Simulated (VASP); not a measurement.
Set up this calculation in VASP 6.6.1, as the native input.

```yaml
Task: single point
Functional: PBE
Potentials_or_basis: VASP PAW PBE potentials, release 64 (Ag)
Cutoff: 520 eV
k_mesh: 22 × 22 × 22
Occupations: gaussian, width 0.15 eV
Spin: no spin polarisation
Dipole_correction: no
Further_INCAR_settings: ALGO = Fast; EDIFF = 1e-06; NBANDS = 12
```

The structure of Ag lies in POSCAR:

```
Ag
1.0
    0.0000000000      2.1568336399      1.8333085939
    2.1568336399      0.0000000000      1.8333085939
    2.1568336399      2.1568336399      0.0000000000
Ag
1
Direct
    0.0000000000      0.0000000000      0.0000000000
```

This cell differs from its parent crystal: ratio of the length along z to the lengths across it x 0.85, volume and fractional coordinates fixed.

The input as run:

INCAR

```
ALGO = Fast
EDIFF = 1E-6
ENCUT = 520
GGA = PE
ISIF = 2
ISMEAR = 0
LASPH = True
LCHARG = False
LREAL = False
LWAVE = False
NBANDS = 12
NELM = 60
PREC = Accurate
SIGMA = 0.15
```

KPOINTS

```
k-points
0
Gamma
  22 22 22
```

Potentials or basis: VASP PAW PBE potentials, release 64 (Ag).

Run with:

```console
$ cat potpaw_PBE.64/Ag/POTCAR > POTCAR
$ mpirun -np 1 vasp_std > vasp.out
```

Results of the run:

* Pressure: 5.0 GPa

Wall time 2.2 min on 1 thread of AMD EPYC 7R13 Processor (Zen 3) (shared host), peak memory 0.25 GiB.
